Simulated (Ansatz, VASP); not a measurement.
## TaSbSe in VASP and in Ansatz

```
Ta Sb Se
1.0
     3.62961    0.00000    0.00000
     0.00000    3.62961    0.00000
     0.00000    0.00000    5.63455
Ta Sb Se
1 1 1
Direct
  0.00000 0.00000 0.00000
  0.00000 0.00000 0.50000
  0.50000 0.50000 0.00000
```

Alike in both runs: task relaxation of cell and atoms; functional BLYP; dispersion D3(BJ); k mesh 7 × 7 × 5; occupations fermi-dirac, width 0.05 eV; no spin polarisation.

|  | VASP | Ansatz |
| --- | --- | --- |
| version | VASP 6.6.1 | Ansatz 0.2.0 |
| potentials or method | VASP PAW PBE potentials, release 64 (Ta_pv, Sb, Se) | Ansatz PAW |
| plane-wave cutoff (eV) | 600 | 420 |
| valence electrons in the cell | 22 | 44 |

Ansatz gave:

```
gap on the k mesh at the Fermi level, each at its own relaxed structure (eV) : none
relaxed volume (Å³/atom)                                                     : 24.20
relaxed cell length with the largest relative difference (Å)                 : 3.612
```

Task: Which values does VASP return?

Result: gap on the k mesh at the Fermi level, each at its own relaxed structure (eV): none; relaxed volume (Å³/atom): 24.33; relaxed cell length with the largest relative difference (Å): 3.619.

VASP's potentials were made for PBE, not for BLYP. A gap of «none» marks a metal or a gap that the smearing closes. VASP's potentials hold 22 valence electrons a cell and Ansatz's 44, so a difference there can come from the potentials and not from the codes.

Spin-orbit coupling is off throughout. Noted on Ansatz's run: the plane-wave basis is chosen anew once the cell has moved, so the energies of steps on either side of that aren't comparable.
